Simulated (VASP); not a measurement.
# LiF (Fm-3m) in VASP: a series of runs

The runs below take LiF through single point, with r2SCAN.

Program: VASP 6.6.1. These are calculated values, not measurements. Logs are shortened: lines on timing, memory, paths and dates and some standing lists are left out, and cuts for length are marked.

**1. The cell of the first run**

It takes space group Fm-3m (No. 225, cubic). The conventional cell has a = 4.028 Å, b = 4.028 Å, c = 4.028 Å, α = 90.00°, β = 90.00°, γ = 90.00°. Within 2.7 Å of Li (site symmetry m-3m) lie 6 F at 2.01 Å. F (site symmetry m-3m) has 6 Li at 2.01 Å within 2.7 Å.

**2. Single point, r2SCAN**

File POSCAR:

```
LiF
1.0
    0.0000000000      2.0140000000      2.0140000000
    2.0140000000      0.0000000000      2.0140000000
    2.0140000000      2.0140000000      0.0000000000
Li F
1 1
Direct
    0.0000000000      0.0000000000      0.0000000000
    0.5000000000      0.5000000000      0.5000000000
```

File INCAR.step1:

```
ALGO = Normal
EDIFF = 1E-5
ENCUT = 830
GGA = PE
GGA_COMPAT = False
ISMEAR = -1
LASPH = True
LCHARG = False
LREAL = False
LWAVE = True
NBANDS = 12
NELM = 120
PREC = Accurate
SIGMA = 0.03
```

File INCAR.step2:

```
ALGO = Normal
EDIFF = 1E-6
ENCUT = 830
GGA_COMPAT = False
ISIF = 2
ISMEAR = -1
ISTART = 1
LASPH = True
LCHARG = True
LELF = True
LMIXTAU = True
LREAL = False
LVHAR = True
LWAVE = False
METAGGA = R2SCAN
NBANDS = 12
NELM = 120
PREC = Accurate
SIGMA = 0.03
```

File KPOINTS:

```
k-points
0
Gamma
  10 10 10
```

Potentials or basis: VASP PAW PBE potentials, release 64 (Li_sv, F).

Run with:

```console
$ cat potpaw_PBE.64/Li_sv/POTCAR potpaw_PBE.64/F/POTCAR > POTCAR
$ cp INCAR.step1 INCAR
$ mpirun -np 1 vasp_std > vasp.out
$ cp INCAR.step2 INCAR
$ mpirun -np 1 vasp_std > vasp.out
```

OUTCAR:

```text
EDIFF = 1E-6
   ENCUT = 830
   ISIF = 2
   ISMEAR = -1
   ISTART = 1
   LASPH = True
   LREAL = False
   METAGGA = R2SCAN
   NELM = 120
   PREC = Accurate

 ion  position               nearest neighbor table
   1  0.000  0.000  0.000-   2 2.01   2 2.01   2 2.01   2 2.01   2 2.01   2 2.01
   2  0.500  0.500  0.500-   1 2.01   1 2.01   1 2.01   1 2.01   1 2.01   1 2.01

  LATTYP: Found a face centered cubic cell.
 ALAT       =     4.0280000000

  Lattice vectors:

 A1 = (   0.0000000000,   2.0140000000,   2.0140000000)
 A2 = (   2.0140000000,   0.0000000000,   2.0140000000)
 A3 = (   2.0140000000,   2.0140000000,   0.0000000000)

Analysis of symmetry for initial positions (statically):
=====================================================================
 Subroutine PRICEL returns:
 Original cell was already a primitive cell.

 Routine SETGRP: Setting up the symmetry group for a
 face centered cubic supercell.

 Subroutine GETGRP returns: Found 48 space group operations
 (whereof 48 operations were pure point group operations)
 out of a pool of 48 trial point group operations.

The static configuration has the point symmetry O_h .

Analysis of symmetry for dynamics (positions and initial velocities):
=====================================================================
 Subroutine PRICEL returns:
 Original cell was already a primitive cell.

 Routine SETGRP: Setting up the symmetry group for a
 face centered cubic supercell.

 Subroutine GETGRP returns: Found 48 space group operations
 (whereof 48 operations were pure point group operations)
 out of a pool of 48 trial point group operations.

The dynamic configuration has the point symmetry O_h .

 Subroutine INISYM returns: Found 48 space group operations
 (whereof 48 operations are pure point group operations),
 and found     1 'primitive' translations

----------------------------------------------------------------------------------------

                                     Primitive cell

  volume of cell :      16.3384

  direct lattice vectors                    reciprocal lattice vectors
     0.000000000  2.014000000  2.014000000    -0.248262165  0.248262165  0.248262165
     2.014000000  0.000000000  2.014000000     0.248262165 -0.248262165  0.248262165
     2.014000000  2.014000000  0.000000000     0.248262165  0.248262165 -0.248262165

  length of vectors
     2.848226115  2.848226115  2.848226115     0.430002683  0.430002683  0.430002683

  position of ions in fractional coordinates (direct lattice)
     0.000000000  0.000000000  0.000000000
     0.500000000  0.500000000  0.500000000

  ion indices of the primitive-cell ions
   primitive index   ion index
                 1           1
[... 85 lines left out ...]
   NUPDOWN=      -1.0000    fix difference up-down
   EMIN   =  10.00;   EMAX   =-10.00  energy-range for DOS
   EFERMI =   0.00;   METHOD = LEGACY
   ISMEAR =    -1;   SIGMA  =   0.03  broadening in eV -4-tet -1-fermi 0-gaus
   EFERMI_NEDOS =   21; number of points for ismear=-14 and -15
   IALGO  =     38    algorithm
   IMIX   =      4    mixing-type and parameters
     AMIX     =   0.40;   BMIX     =  1.00
     AMIX_MAG =   1.60;   BMIX_MAG =  1.00
  volume/ion in A,a.u.               =       8.17        55.13
  Fermi-wavevector in a.u.,A,eV,Ry     =   1.389970  2.626662 26.286674  1.932016
  Thomas-Fermi vector in A             =   2.513950
   LORBIT       =      0    0 simple, 1 ext, 2 COOP (PROOUT), +10 PAW based schemes
   METAGGA = R2SCAN    functional components
   LHFCALC =     F    Hartree Fock is set to
   AEXX    =    0.0000 exact exchange contribution
   IVDW    =     0    specifies the selected vdW correction
   LEPSILON=     F    determine dielectric tensor
   LRPA    =     F    only Hartree local field effects (RPA)
 non-spin polarized calculation
  energy-cutoff  :      830.00
  volume of cell :       16.34
 maximum number of plane-waves:       907
   NGX = 13   NGY = 13   NGZ = 13

 number of electron      10.0000002 magnetization

 Free energy of the ion-electron system (eV)
  ---------------------------------------------------
  ext. energy  EPLUGINS =         0.00000000
  ---------------------------------------------------
  free energy    TOTEN  =       -11.90384318 eV

  energy without entropy =      -11.90384318  energy(sigma->0) =      -11.90384318

 E-fermi :  -1.0036     XC(G=0): -10.5438

 val. band max:       -1.6538004207   @ k =   0.0000   0.0000   0.0000
 cond. band min:       8.6033535912   @ k =   0.0000   0.0000   0.0000
 fundamental gap:     10.2571540119
 Fermi energy:        -1.0036019389

 k-point     1 :       0.0000    0.0000    0.0000
  band No.  band energies     occupation
      1     -43.6936      2.00000
      2     -22.7481      2.00000
      3      -1.6538      2.00000
      4      -1.6538      2.00000
      5      -1.6538      2.00000
      6       8.6034      0.00000
      7      23.8417      0.00000
      8      23.8417      0.00000
      9      23.8417      0.00000
     10      24.3823      0.00000
     11      24.3823      0.00000
     12      24.3823      0.00000
[... 331 lines left out ...]
 k-point    24 :       0.4000    0.3000    0.0000
  band No.  band energies     occupation
      1     -43.6355      2.00000
      2     -22.2407      2.00000
      3      -3.9560      2.00000
      4      -2.5313      2.00000
      5      -2.4219      2.00000
      6      12.6183      0.00000
      7      16.2260      0.00000
      8      18.5170      0.00000
      9      20.1378      0.00000
     10      21.1434      0.00000
     11      33.9720      0.00000
     12      34.7726      0.00000

 [... further k-points ...]

------------------------ aborting loop because EDIFF is reached ----------------------------------------

  FORCE on cell =-STRESS in cart. coord.  units (eV):
  Direction    XX          YY          ZZ          XY          YZ          ZX
  --------------------------------------------------------------------------------------
  -------------------------------------------------------------------------------------
  Total       -0.2506968     -0.2506968     -0.2506968      0.0000000      0.0000000      0.0000000
  in kB      -24.5839079    -24.5839079    -24.5839079      0.0000000      0.0000000      0.0000000
  external PRESSURE =     -24.5839079 kB  Pullay stress =       0.0000000 kB

 VOLUME and BASIS-vectors are now :
 -----------------------------------------------------------------------------
  energy-cutoff  :      830.00
  volume of cell :       16.34
      direct lattice vectors                 reciprocal lattice vectors
     0.000000000  2.014000000  2.014000000    -0.248262165  0.248262165  0.248262165
     2.014000000  0.000000000  2.014000000     0.248262165 -0.248262165  0.248262165
     2.014000000  2.014000000  0.000000000     0.248262165  0.248262165 -0.248262165

 POSITION                                       TOTAL-FORCE (eV/Angst)
 -----------------------------------------------------------------------------------
      0.00000      0.00000      0.00000        -0.000000     -0.000000     -0.000000
      2.01400      2.01400      2.01400         0.000000      0.000000      0.000000
 -----------------------------------------------------------------------------------
    total drift:                                0.000000      0.000000      0.000000

  FREE ENERGIE OF THE ION-ELECTRON SYSTEM (eV)
  ---------------------------------------------------
  free  energy   TOTEN  =       -11.9038431829 eV

  energy  without entropy=      -11.9038431828  energy(sigma->0) =      -11.90384318
```

Wall time 1.9 min (1 thread of Intel Xeon 8259CL, shared host); peak memory 0.16 GiB.

What came out:

- Free energy: -11.9038 eV
- Pressure: -2.5 GPa
- Band gap on the k mesh: 10.26 eV

Caveat: the PAW data sets were made with another functional, which shifts forces and pressure a little.

**3. Single point, r2SCAN (8.50 Å³/atom)**

This run uses another cell than the first one, of 8.50 Å³/atom.

File POSCAR:

```
LiF
1.0
    0.0000000000      2.0405030393      2.0405030393
    2.0405030393      0.0000000000      2.0405030393
    2.0405030393      2.0405030393      0.0000000000
Li F
1 1
Direct
    0.0000000000      0.0000000000      0.0000000000
    0.5000000000      0.5000000000      0.5000000000
```

File INCAR.step1:

```
PREC = Accurate
ENCUT = 830
ISMEAR = -1
SIGMA = 0.03
LREAL = F
LASPH = T
NELM = 120
NBANDS = 12
GGA = PE
ALGO = Normal
EDIFF = 1E-5
LWAVE = T
LCHARG = F
GGA_COMPAT = F
```

File INCAR.step2:

```
PREC = Accurate
ENCUT = 830
EDIFF = 1E-6
ISMEAR = -1
SIGMA = 0.03
LREAL = F
LASPH = T
NELM = 120
ALGO = Normal
ISIF = 2
LWAVE = F
LCHARG = T
METAGGA = R2SCAN
LMIXTAU = T
LELF = T
LVHAR = T
NBANDS = 12
ISTART = 1
GGA_COMPAT = F
```

File KPOINTS:

```
Automatic mesh
0
Gamma
  10 10 10
```

Potentials or basis: VASP PAW PBE potentials, release 64 (Li_sv, F).

Run with:

```console
$ cat potpaw_PBE.64/Li_sv/POTCAR potpaw_PBE.64/F/POTCAR > POTCAR
$ cp INCAR.step1 INCAR
$ mpirun -np 1 vasp_std > vasp.out
$ cp INCAR.step2 INCAR
$ mpirun -np 1 vasp_std > vasp.out
```

It took 1.8 min on 1 thread of Intel Xeon 8259CL, shared host; peak memory 0.16 GiB.

Results (log left out):

```yaml
Free_energy: -11.8884 eV
Pressure: -5.2 GPa
Band_gap_on_the_k_mesh: 9.89 eV
```

Levels at points of the mesh, in eV from the valence-band top:
| k point | band 2 | band 3 | band 4 | band 5 | band 6 | band 7 | band 8 | band 9 |
| --- | --- | --- | --- | --- | --- | --- | --- | --- |
| (0.00, 0.00, 0.00) | -20.99 | 0.00 | 0.00 | 0.00 | 9.89 | 25.10 | 25.10 | 25.10 |
| (0.50, 0.00, 0.00) | -20.60 | -2.38 | -0.23 | -0.23 | 11.62 | 17.64 | 20.09 | 20.09 |
| (0.50, 0.50, 0.00) | -20.37 | -2.83 | -0.95 | -0.95 | 15.66 | 17.26 | 18.59 | 21.41 |

Caveat: the cell stands under tension; the PAW data sets were made with another functional, which shifts forces and pressure a little. A k mesh can miss the band edges.
